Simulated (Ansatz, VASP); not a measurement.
## Two plane-wave programs on LiBr

```
Li Br
1.0
     0.00000    2.79174    2.79174
     2.79174    0.00000    2.79174
     2.79174    2.79174    0.00000
Li Br
1 1
Direct
  0.00000 0.00000 0.00000
  0.50000 0.50000 0.50000
```

Alike in both runs: task single point; functional PBE; k mesh 10 × 10 × 10; occupations gaussian, width 0.05 eV; no spin polarisation.

|  | VASP | Ansatz |
| --- | --- | --- |
| version | VASP 6.6.1 | Ansatz 0.2.0 |
| potentials or method | VASP PAW PBE potentials, release 64 (Li_sv, Br), cutoff 750 eV | scalar-relativistic, plane waves, PAW |
| valence electrons in the cell | 10 | 10 |

|  | VASP | Ansatz | Ansatz less VASP |
| --- | --- | --- | --- |
| gap on the k mesh at the Fermi level (eV) | 4.75 | 4.75 | -0.003 |
| least direct gap on the mesh (eV) | 4.76 | 4.75 | -0.003 |
| pressure (GPa) | -1.0 | -0.9 | +0.04 |
